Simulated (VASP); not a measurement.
Runs of VASP 6.6.1 on SiSe4. The structure is that of space group I-43m (No. 217), or close to it. The cells are those of the table. 

| task | cell | k mesh | cutoff (eV) | k mesh for the DOS | occupations for the DOS | gap on the mesh (eV) | pressure (GPa) | relaxed volume (Å³/atom) | largest force (eV/Å) |
| --- | --- | --- | --- | --- | --- | --- | --- | --- | --- |
| single point | a = 5.456 Å, angles 109.5°, 5 atoms | 4 × 4 × 4 | 520 | - | - | none | 0.2 | - | - |
| single point | a = 5.939 Å, angles 109.5°, 5 atoms | 4 × 4 × 4 | 520 | - | - | none | (b) | - | 3.63 |
| relaxation of cell and atoms | relaxed from a = 5.456 Å, angles 109.5°, 5 atoms | 8 × 8 × 8 | 600 | - | - | none | 0.0 | 25.29 | - |
| relaxation of cell and atoms | relaxed from a = 5.939 Å, angles 109.5°, 5 atoms | 4 × 4 × 4 | 600 | - | - | none | -0.1 | (a) | 0.01 |
| single point | a = 5.476 Å, angles 109.5°, 5 atoms | 8 × 8 × 8 | 520 | - | - | none | 0.1 | - | 0.02 |

Alike in all rows: level PBE; potentials or basis VASP PAW PBE potentials, release 64 (Si, Se); no spin polarisation; smearing gaussian 0.1 eV.

**Question.** Estimate the missing entries.

**Answer.** (a) 25.21; (b) 8.3.

Caveats: forces of over 1 eV/Å act on the atoms, so gaps and moduli don't describe the material at rest (some runs); the volume moved by over 15 % at a fixed basis, so the end points are rough (some runs).

A k mesh can miss the band edges, and the runs leave out spin-orbit coupling on Se.

A gap of «none» marks levels without a gap at the run's occupations.
